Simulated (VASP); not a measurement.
## CdS (Hawleyite): single point with r2SCAN0

The system is CdS (Hawleyite).

```
CELL_PARAMETERS angstrom
0.00000 2.97370 2.97370
2.97370 0.00000 2.97370
2.97370 2.97370 0.00000
ATOMIC_POSITIONS crystal
Cd 0.00000 0.00000 0.00000
S 0.75000 0.75000 0.75000
```

| Quantity | Value |
| --- | --- |
| Program | VASP 6.6.1 |
| Task | single point |
| Functional | r2SCAN0 |
| Potentials or basis | VASP PAW PBE potentials, release 64 (Cd, S) |
| Cutoff | 520 eV |
| k mesh | 4 × 4 × 4 |
| Occupations | fermi-dirac, width 0.05 eV |
| Spin | no spin polarisation |
| Dipole correction | no |
| Grid for exact exchange (PRECFOCK) | Normal |
| Further INCAR settings | ALGO = Normal; EDIFF = 1e-07; NBANDS = 16 |

| Property | Result |
| --- | --- |
| Pressure | -2.3 GPa |
| Band gap on the k mesh | 2.99 eV, direct |

Levels at points of the mesh, in eV from the valence-band top:
```
           k point  band 6  band 7  band 8  band 9  band 10  band 11  band 12  band 13
(0.00, 0.00, 0.00)   -8.49    0.00    0.00    0.00     2.99     8.79     8.79     8.79
(0.50, 0.00, 0.00)   -8.12   -4.41   -0.73   -0.73     5.01     9.17     9.17     9.44
(0.50, 0.50, 0.00)   -8.04   -4.00   -1.85   -1.85     5.40     6.37    11.33    13.13
```

Wall time 11 min on 1 thread of AMD EPYC 7R13 Processor (Zen 3), with other jobs on the host, peak memory 0.16 GiB.

Caveat: the k points lie up to 0.46 Å⁻¹ apart; the PAW data sets were made with another functional, which shifts forces and pressure a little.
